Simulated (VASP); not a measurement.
# PbSe (I4/mmm) in VASP: further runs

The runs below take PbSe through single point, with PBE.

Everything below comes from runs of VASP 6.6.1. Logs are shortened: lines on timing, memory, paths and dates and some standing lists are left out, and cuts for length are marked.

## Step 1: The cell of the first run

The structure is tetragonal, space group I4/mmm (No. 139). The conventional cell has a = 4.331 Å, b = 4.331 Å, c = 6.002 Å, α = 90.00°, β = 90.00°, γ = 90.00°. Pb (site symmetry 4/mmm) has 6 Se at 3.00 to 3.06 Å within 4.0 Å. Within 4.0 Å of Se (site symmetry 4/mmm) lie 6 Pb at 3.00 to 3.06 Å.

## Step 2: Single point, PBE (zz strain of -2 %)

The input, INCAR:

```
PREC = Accurate
ENCUT = 520
EDIFF = 1E-7
ISMEAR = -1
SIGMA = 0.01
LREAL = F
LASPH = T
NELM = 80
ALGO = Normal
ISIF = 2
LWAVE = F
LCHARG = F
GGA = PE
NBANDS = 17
```

The input, KPOINTS:

```
regular mesh
0
Gamma
  9 9 9
```

The input, POSCAR:

```
PbSe
1.0
    0.0000000000      3.0621500000      3.0009070000
    3.0621500000      0.0000000000      3.0009070000
    3.0621500000      3.0621500000      0.0000000000
Pb Se
1 1
Direct
    0.0000000000      0.0000000000      0.0000000000
    0.5000000000      0.5000000000      0.5000000000
```

Potentials or basis: VASP PAW PBE potentials, release 64 (Pb_d, Se).

Command:

```bash
$ cat potpaw_PBE.64/Pb_d/POTCAR potpaw_PBE.64/Se/POTCAR > POTCAR
$ mpirun -np 1 vasp_std > vasp.out
```

OUTCAR:

```text
PREC = Accurate
   ENCUT = 520
   EDIFF = 1E-7
   ISMEAR = -1
   LREAL = F
   LASPH = T
   NELM = 80
   ISIF = 2
   GGA = PE

 ion  position               nearest neighbor table
   1  0.000  0.000  0.000-   2 3.00   2 3.00   2 3.06   2 3.06   2 3.06   2 3.06
   2  0.500  0.500  0.500-   1 3.00   1 3.00   1 3.06   1 3.06   1 3.06   1 3.06

  LATTYP: Found a body centered tetragonal cell.
 ALAT       =     4.3305340600
 C/A-ratio  =     1.3859292911

  Lattice vectors:

 A1 = (   0.0000000000,  -3.0621500000,  -3.0009070000)
 A2 = (   0.0000000000,   3.0621500000,  -3.0009070000)
 A3 = (   3.0621500000,   0.0000000000,   3.0009070000)

Analysis of symmetry for initial positions (statically):
=====================================================================
 Subroutine PRICEL returns:
 Original cell was already a primitive cell.

 Routine SETGRP: Setting up the symmetry group for a
 body centered tetragonal supercell.

 Subroutine GETGRP returns: Found 16 space group operations
 (whereof 16 operations were pure point group operations)
 out of a pool of 16 trial point group operations.

The static configuration has the point symmetry D_4h.

Analysis of symmetry for dynamics (positions and initial velocities):
=====================================================================
 Subroutine PRICEL returns:
 Original cell was already a primitive cell.

 Routine SETGRP: Setting up the symmetry group for a
 body centered tetragonal supercell.

 Subroutine GETGRP returns: Found 16 space group operations
 (whereof 16 operations were pure point group operations)
 out of a pool of 16 trial point group operations.

The dynamic configuration has the point symmetry D_4h.

 Subroutine INISYM returns: Found 16 space group operations
 (whereof 16 operations are pure point group operations),
 and found     1 'primitive' translations

----------------------------------------------------------------------------------------

                                     Primitive cell

  volume of cell :      56.2776

  direct lattice vectors                    reciprocal lattice vectors
     0.000000000  3.062150000  3.000907000    -0.163283967  0.163283967  0.166616293
     3.062150000  0.000000000  3.000907000     0.163283967 -0.163283967  0.166616293
     3.062150000  3.062150000  0.000000000     0.163283967  0.163283967 -0.166616293

  length of vectors
     4.287447428  4.287447428  4.330534060     0.284753046  0.284753046  0.284753046

  position of ions in fractional coordinates (direct lattice)
     0.000000000  0.000000000  0.000000000
     0.500000000  0.500000000  0.500000000

  ion indices of the primitive-cell ions
   primitive index   ion index
                 1           1
                 2           2

----------------------------------------------------------------------------------------

 KPOINTS: regular mesh

Automatic generation of k-mesh.
 Grid dimensions read from file:
 generate k-points for:    9    9    9

 Generating k-lattice:

  Cartesian coordinates                     Fractional coordinates (reciprocal lattice)
    -0.018142663  0.018142663  0.018512921     0.111111111  0.000000000  0.000000000
     0.018142663 -0.018142663  0.018512921     0.000000000  0.111111111  0.000000000
     0.018142663  0.018142663 -0.018512921    -0.000000000 -0.000000000  0.111111111

  Length of vectors
     0.031639227  0.031639227  0.031639227

  Shift w.r.t. Gamma in fractional coordinates (k-lattice)
     0.000000000  0.000000000  0.000000000

 Subroutine IBZKPT returns following result:
 ===========================================

 Found     75 irreducible k-points:

 Following reciprocal coordinates:
            Coordinates               Weight
  0.000000  0.000000  0.000000      1.000000
  0.111111  0.000000  0.000000      8.000000
  0.222222 -0.000000  0.000000      8.000000
  0.333333 -0.000000  0.000000      8.000000
  0.444444 -0.000000  0.000000      8.000000
  0.111111  0.111111  0.000000      2.000000
[... 16 lines left out ...]
 -0.333333  0.333333  0.000000      4.000000
  0.444444  0.444444  0.000000      2.000000
 [... further k-points ...]
   k-points           NKPTS =     75   k-points in BZ     NKDIM =     75   number of bands    NBANDS=     17
   number of dos      NEDOS =    301   number of ions     NIONS =      2
   total plane-waves  NPLWV =  32768
   dimension x,y,z NGX =    32 NGY =   32 NGZ =   32
   dimension x,y,z NGXF=    64 NGYF=   64 NGZF=   64
   ions per type =               1   1
   NGX,Y,Z   is equivalent  to a cutoff of  12.41, 12.41, 12.28 a.u.
   NGXF,Y,Z  is equivalent  to a cutoff of  24.82, 24.82, 24.57 a.u.
 SYSTEM =  unknown system
   PREC   = accura    normal or accurate (medium, high low for compatibility)
   ISTART =      0    job   : 0-new  1-cont  2-samecut
   ICHARG =      2    charge: 1-file 2-atom 10-const
   ISPIN  =      1    spin polarized calculation?
   LNONCOLLINEAR =      F non collinear calculations
   LSORBIT =      F    spin-orbit coupling
   LASPH  =      T    aspherical Exc in radial PAW
   ENCUT  =  520.0 eV  38.22 Ry    6.18 a.u.   7.97  7.97  8.05*2*pi/ulx,y,z
   NELM   =     80;   NELMIN=  2; NELMDL= -5     # of ELM steps
   EDIFF  = 0.1E-06   stopping-criterion for ELM
   LREAL  =      F    real-space projection
   EDIFFG = 0.1E-05   stopping-criterion for IOM
   NSW    =      0    number of steps for IOM
   IBRION =     -1    ionic relax: 0-MD 1-quasi-New 2-CG
   NFREE  =      0    steps in history (QN), initial steepest desc. (CG)
   ISIF   =      2    stress and relaxation
   ISYM   =      2    0-nonsym 1-usesym 2-fastsym
   POTIM  = 0.5000    time-step for ionic-motion
   TEBEG  =    0.0;   TEEND  =   0.0 temperature during run
   PSTRESS=    0.0 pullay stress
   NELECT =      20.0000    total number of electrons
   NUPDOWN=      -1.0000    fix difference up-down
   EMIN   =  10.00;   EMAX   =-10.00  energy-range for DOS
   EFERMI =   0.00;   METHOD = LEGACY
   ISMEAR =    -1;   SIGMA  =   0.01  broadening in eV -4-tet -1-fermi 0-gaus
   EFERMI_NEDOS =   21; number of points for ismear=-14 and -15
   IALGO  =     38    algorithm
   IMIX   =      4    mixing-type and parameters
     AMIX     =   0.40;   BMIX     =  1.00
     AMIX_MAG =   1.60;   BMIX_MAG =  1.00
  volume/ion in A,a.u.               =      28.14       189.89
  Fermi-wavevector in a.u.,A,eV,Ry     =   1.159595  2.191317 18.295219  1.344661
  Thomas-Fermi vector in A             =   2.296186
   LORBIT       =      0    0 simple, 1 ext, 2 COOP (PROOUT), +10 PAW based schemes
   GGA     = PE    functional components
   LHFCALC =     F    Hartree Fock is set to
   AEXX    =    0.0000 exact exchange contribution
   IVDW    =     0    specifies the selected vdW correction
   LEPSILON=     F    determine dielectric tensor
   LRPA    =     F    only Hartree local field effects (RPA)
 non-spin polarized calculation
  energy-cutoff  :      520.00
  volume of cell :       56.28
 maximum number of plane-waves:      1536
   NGX = 15   NGY = 15   NGZ = 17

 number of electron      20.0000003 magnetization

 Free energy of the ion-electron system (eV)
  ---------------------------------------------------
  ext. energy  EPLUGINS =         0.00000000
  ---------------------------------------------------
  free energy    TOTEN  =        -8.15155801 eV

  energy without entropy =       -8.15155801  energy(sigma->0) =       -8.15155801

 E-fermi :   5.3663     XC(G=0):  -9.6167

 val. band max:        5.1288051223   @ k =   0.4444  -0.0000   0.0000
 cond. band min:       5.7893466887   @ k =   0.4444  -0.0000   0.0000
 fundamental gap:      0.6605415663
 Fermi energy:         5.3663236030

 k-point     1 :       0.0000    0.0000    0.0000
  band No.  band energies     occupation
      1     -11.5687      2.00000
      2     -11.5680      2.00000
      3     -11.5637      2.00000
      4     -11.5637      2.00000
      5     -11.5579      2.00000
      6      -8.4540      2.00000
[... 9 lines left out ...]
     16      11.8602      0.00000
     17      13.4195      0.00000

 k-point     2 :       0.1111    0.0000    0.0000
  band No.  band energies     occupation
      1     -11.5704      2.00000
      2     -11.5676      2.00000
      3     -11.5631      2.00000
      4     -11.5599      2.00000
      5     -11.5586      2.00000
      6      -8.3570      2.00000
[... 9 lines left out ...]
     16      12.0946      0.00000
     17      14.3842      0.00000

 k-point     3 :       0.2222   -0.0000    0.0000
  band No.  band energies     occupation
      1     -11.5777      2.00000
      2     -11.5717      2.00000
      3     -11.5643      2.00000
      4     -11.5508      2.00000
      5     -11.5489      2.00000
      6      -8.0840      2.00000
[... 9 lines left out ...]
     16      12.7784      0.00000
     17      16.0735      0.00000

 k-point     4 :       0.3333   -0.0000    0.0000
  band No.  band energies     occupation
      1     -11.5861      2.00000
      2     -11.5806      2.00000
      3     -11.5636      2.00000
      4     -11.5399      2.00000
      5     -11.5362      2.00000
      6      -7.7052      2.00000
[... 9 lines left out ...]
     16      13.8525      0.00000
     17      17.1994      0.00000
[... 343 lines left out ...]
      1     -11.6708      2.00000
      2     -11.5759      2.00000
      3     -11.5596      2.00000
      4     -11.5255      2.00000
      5     -11.5195      2.00000
      6      -6.9489      2.00000
[... 9 lines left out ...]
     16      15.7379      0.00000
     17      17.8108      0.00000

 k-point    23 :      -0.3333    0.3333    0.0000
  band No.  band energies     occupation
      1     -11.6484      2.00000
      2     -11.5694      2.00000
      3     -11.5637      2.00000
      4     -11.5350      2.00000
      5     -11.5254      2.00000
      6      -7.0072      2.00000
[... 9 lines left out ...]
     16      14.8737      0.00000
     17      17.2083      0.00000

 k-point    24 :       0.4444    0.4444    0.0000
  band No.  band energies     occupation
      1     -11.6990      2.00000
      2     -11.5889      2.00000
      3     -11.5463      2.00000
      4     -11.5152      2.00000
      5     -11.5152      2.00000
      6      -6.9404      2.00000
[... 9 lines left out ...]
     16      16.8523      0.00000
     17      17.8652      0.00000

 [... further k-points ...]
[... 5 lines left out ...]
  --------------------------------------------------------------------------------------
  -------------------------------------------------------------------------------------
  Total        0.9118867      0.9118867      1.9424783      0.0000000      0.0000000     -0.0000000
  in kB       25.9606771     25.9606771     55.3007866      0.0000000      0.0000000     -0.0000000
  external PRESSURE =      35.7407136 kB  Pullay stress =       0.0000000 kB

 VOLUME and BASIS-vectors are now :
 -----------------------------------------------------------------------------
  energy-cutoff  :      520.00
  volume of cell :       56.28
      direct lattice vectors                 reciprocal lattice vectors
     0.000000000  3.062150000  3.000907000    -0.163283967  0.163283967  0.166616293
     3.062150000  0.000000000  3.000907000     0.163283967 -0.163283967  0.166616293
     3.062150000  3.062150000  0.000000000     0.163283967  0.163283967 -0.166616293

 POSITION                                       TOTAL-FORCE (eV/Angst)
 -----------------------------------------------------------------------------------
      0.00000      0.00000      0.00000         0.000000      0.000000      0.000000
      3.06215      3.06215      3.00091         0.000000      0.000000      0.000000
 -----------------------------------------------------------------------------------
    total drift:                                0.000000     -0.000000     -0.000000

  FREE ENERGIE OF THE ION-ELECTRON SYSTEM (eV)
  ---------------------------------------------------
  free  energy   TOTEN  =        -8.1515580149 eV

  energy  without entropy=       -8.1515580149  energy(sigma->0) =       -8.15155801
```

Wall time 2.5 min (1 thread of AMD EPYC 7R13, shared host); peak memory 0.2 GiB.

Results:

```
Free energy            : -8.1516 eV
Pressure               : 3.6 GPa
Band gap on the k mesh : 0.66 eV, direct
```

Stress tensor (GPa, compression positive):
```
2.60 0.00 0.00
0.00 2.60 0.00
0.00 0.00 5.53
```

Caveat: the cell differs from its parent crystal (zz strain of -2 %); spin-orbit coupling is left out, which moves the levels of the heavy elements.

## Step 3: Single point, PBE (zz strain of -1 %)

The input, INCAR:

```
PREC = Accurate
ENCUT = 520
EDIFF = 1E-7
ISMEAR = -1
SIGMA = 0.01
LREAL = False
LASPH = True
NELM = 80
ALGO = Normal
ISIF = 2
LWAVE = False
LCHARG = False
GGA = PE
NBANDS = 17
```

KPOINTS is that of step 2.

The input, POSCAR:

```
PbSe
1.0
    0.0000000000      3.0621500000      3.0315285000
    3.0621500000      0.0000000000      3.0315285000
    3.0621500000      3.0621500000      0.0000000000
Pb Se
1 1
Direct
    0.0000000000      0.0000000000      0.0000000000
    0.5000000000      0.5000000000      0.5000000000
```

Potentials or basis: VASP PAW PBE potentials, release 64 (Pb_d, Se).

Command:

```bash
$ cat potpaw_PBE.64/Pb_d/POTCAR potpaw_PBE.64/Se/POTCAR > POTCAR
$ mpirun -np 1 vasp_std > vasp.out
```

It took 2.6 min on 1 thread of AMD EPYC 7R13, shared host; peak memory 0.2 GiB.

Results (log left out):

```
Free energy            : -8.1684 eV
Pressure               : 2.9 GPa
Band gap on the k mesh : 0.68 eV, direct
```

Stress tensor (GPa, compression positive):
```
2.46 0.00 0.00
0.00 2.46 0.00
0.00 0.00 3.83
```

Levels at points of the mesh, in eV from the valence-band top:
| k point | band 7 | band 8 | band 9 | band 10 | band 11 | band 12 | band 13 | band 14 |
| --- | --- | --- | --- | --- | --- | --- | --- | --- |
| (0.00, 0.00, 0.00) | -6.11 | -1.80 | -1.71 | -1.71 | 4.83 | 4.83 | 5.07 | 6.66 |

Caveat: the cell differs from its parent crystal (zz strain of -1 %); spin-orbit coupling is left out, which moves the levels of the heavy elements.

## Step 4: Single point, PBE (zz strain of +1 %)

The input, INCAR:

```
SYSTEM = PbSe
PREC = Accurate ; ENCUT = 520
EDIFF = 1E-7 ; ISMEAR = -1
SIGMA = 0.01 ; LREAL = .False.
LASPH = .True. ; NELM = 100
ALGO = Normal ; ISIF = 2
LWAVE = .False. ; LCHARG = .False.
GGA = PE ; NBANDS = 17
```

The input, KPOINTS:

```
Automatic mesh
0
Gamma
  9 9 9
  0 0 0
```

The input, POSCAR:

```
PbSe
1.0
    0.0000000000      3.0621500000      3.0927715000
    3.0621500000      0.0000000000      3.0927715000
    3.0621500000      3.0621500000      0.0000000000
Pb Se
1 1
Direct
    0.0000000000      0.0000000000      0.0000000000
    0.5000000000      0.5000000000      0.5000000000
```

Command:

```bash
$ cat potpaw_PBE.64/Pb_d/POTCAR potpaw_PBE.64/Se/POTCAR > POTCAR
$ mpirun -np 1 vasp_std > vasp.out
```

Run time: 2.3 min. Hardware: 1 thread of AMD EPYC 7R13, shared host; peak memory 0.2 GiB.

The run converged. Its results:

- Free energy: -8.1856 eV
- Pressure: 1.8 GPa
- Band gap on the k mesh: 0.71 eV, direct

Stress tensor (GPa, compression positive):
```
2.18 0.00 0.00
0.00 2.18 0.00
0.00 0.00 0.98
```

Levels at points of the mesh, in eV from the valence-band top:
```tsv
k point	band 8	band 9	band 10	band 11	band 12	band 13
(0.00, 0.00, 0.00)	-1.68	-1.68	-1.59	4.71	4.94	4.94
```

Caveat: the cell differs from its parent crystal (zz strain of +1 %); spin-orbit coupling is left out, which moves the levels of the heavy elements. A k mesh can miss the band edges.

## Step 5: The runs side by side

```tsv
cell	gap on the mesh (eV)	pressure (GPa)
a = 4.287, b = 4.287, c = 4.331 Å, angles 59.7, 59.7, 60.7°, 2 atoms	0.66	3.6
a = 4.309, b = 4.309, c = 4.331 Å, angles 59.8, 59.8, 60.3°, 2 atoms	0.68	2.9
a = 4.352, b = 4.352, c = 4.331 Å, angles 60.2, 60.2, 59.7°, 2 atoms	0.71	1.8
```

Alike in all rows: task single point; level PBE; potentials or basis VASP PAW PBE potentials, release 64 (Pb_d, Se); no spin polarisation; k mesh 9 × 9 × 9; cutoff (eV) 520; smearing fermi-dirac 0.01 eV.

Caveats: spin-orbit coupling is left out, which moves the levels of the heavy elements.

Total energies depend on the potentials used, so only differences within one code and one set of settings carry meaning.
